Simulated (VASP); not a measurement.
Input of a VASP 6.6.1 run:

File INCAR:

```
PREC     = Accurate       # precision mode
ENCUT    = 520            # plane-wave cutoff, eV
EDIFF    = 1E-6           # SCF threshold, eV
ISMEAR   = 0              # smearing method
SIGMA    = 0.1            # smearing width, eV
LREAL    = False          # projectors in reciprocal space
LASPH    = True           # aspherical terms in the spheres
NELM     = 80             # most SCF steps
ALGO     = Normal         # electronic algorithm
ISIF     = 2              # what is computed and relaxed
LWAVE    = False          # write WAVECAR
LCHARG   = False          # write CHGCAR
GGA      = PS             # functional
NBANDS   = 18             # bands
```

The input KPOINTS:

```
Automatic mesh
0
Gamma
  18 18 18
```

The input POSCAR:

```
Si2W
1.0
   -1.5983393800      1.5983393800      4.1576062000
    1.5983393800     -1.5983393800      4.1576062000
    1.5983393800      1.5983393800     -4.1576062000
Si W
2 1
Direct
    0.3563136714      0.3563136714      0.0000000000
    0.6436863286      0.6436863286      0.0000000000
    0.0000000000      0.0000000000      0.0000000000
```

Potentials or basis: VASP PAW PBE potentials, release 64 (Si, W_sv).

Launch:

```bash
$ cat potpaw_PBE.64/Si/POTCAR potpaw_PBE.64/W_sv/POTCAR > POTCAR
$ mpirun -np 1 vasp_std > vasp.out
```

Task: Estimate the largest force.

Result: 2.954 eV/Å.

Task: Estimate the pressure.

Result: -2.4 GPa.

Task: Estimate the band gap on the k mesh.

Result: Zero (bands 11 and 12 overlap by 0.59 eV).

Stress tensor (GPa, compression positive):
```
 1.02  0.00  0.00
 0.00  1.02  0.00
 0.00  0.00 -9.17
```

Caveat: the cell differs from its parent crystal (strained); the stress differs along the axes, from -9 to 1 GPa; the PAW data sets were made with another functional, which shifts forces and pressure a little; spin-orbit coupling is left out, which moves the levels of the heavy elements.
